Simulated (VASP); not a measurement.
Wanted: the native input for a VASP 6.6.1 run.

```
Task                   : relaxation of cell and atoms
Functional             : PBEsol
Potentials or basis    : VASP PAW PBE potentials, release 64 (Ga_d, N)
Cutoff                 : 600 eV
k mesh                 : 10 × 10 × 5
Occupations            : fermi-dirac, width 0.05 eV
Spin                   : no spin polarisation
Target pressure        : 20 GPa
Dipole correction      : no
Further INCAR settings : ALGO = Normal; EDIFF = 1e-06; IBRION = 2; EDIFFG = -0.01; NSW = 80; ISIF = 3
```

The structure of GaN lies in POSCAR:

```
GaN
1.0
    3.1800000000      0.0000000000      0.0000000000
   -1.5900000000      2.7539607840      0.0000000000
    0.0000000000      0.0000000000      5.1660000000
Ga N
2 2
Direct
    0.6666666667      0.3333333333      0.5000000000
    0.3333333333      0.6666666667      0.0000000000
    0.6666666667      0.3333333333      0.8750000000
    0.3333333333      0.6666666667      0.3750000000
```

One way to write it, as run:

INCAR

```
PREC     = Accurate       # precision mode
ENCUT    = 600            # plane-wave cutoff, eV
EDIFF    = 1E-6           # SCF threshold, eV
ISMEAR   = -1             # smearing method
SIGMA    = 0.05           # smearing width, eV
LREAL    = False          # projectors in reciprocal space
LASPH    = True           # aspherical terms in the spheres
NELM     = 80             # most SCF steps
ALGO     = Normal         # electronic algorithm
ISIF     = 3              # what is computed and relaxed
LWAVE    = False          # write WAVECAR
LCHARG   = False          # write CHGCAR
GGA      = PS             # functional
IBRION   = 2              # ionic algorithm
NSW      = 80             # ionic steps
EDIFFG   = -0.01          # ionic threshold
PSTRESS  = 200.0
```

KPOINTS

```
regular mesh
0
Gamma
  10 10 5
```

Potentials or basis: VASP PAW PBE potentials, release 64 (Ga_d, N).

Run with:

```console
$ cat potpaw_PBE.64/Ga_d/POTCAR potpaw_PBE.64/N/POTCAR > POTCAR
$ mpirun -np 1 vasp_std > vasp.out
```

It gave:

| Quantity | Value |
| --- | --- |
| Relaxed volume | 10.40 Å³/atom |
| Relaxed cell | a = 3.088 Å, b = 3.088 Å, c = 5.036 Å, α = 90.00°, β = 90.00°, γ = 120.00° |
| Space group after relaxing (to 0.05 Å) | P6_3mc (No. 186) |
| Energy change on relaxing (the enthalpy is what falls) | +54.4 meV/atom |
| Ionic steps | 7 |
| Pressure after relaxing | 20.0 GPa |
| Largest force after relaxing | 0.003 eV/Å |
| Band gap on the k mesh | 2.48 eV, direct |

Caveat: the cell is relaxed towards a set pressure, so the enthalpy falls and the energy may rise; the PAW data sets were made with another functional, which shifts forces and pressure a little.

Wall time 2.7 min on 1 thread of AMD EPYC 9R45 96-Core Processor (Zen 5), with other jobs on the host, peak memory 0.18 GiB.
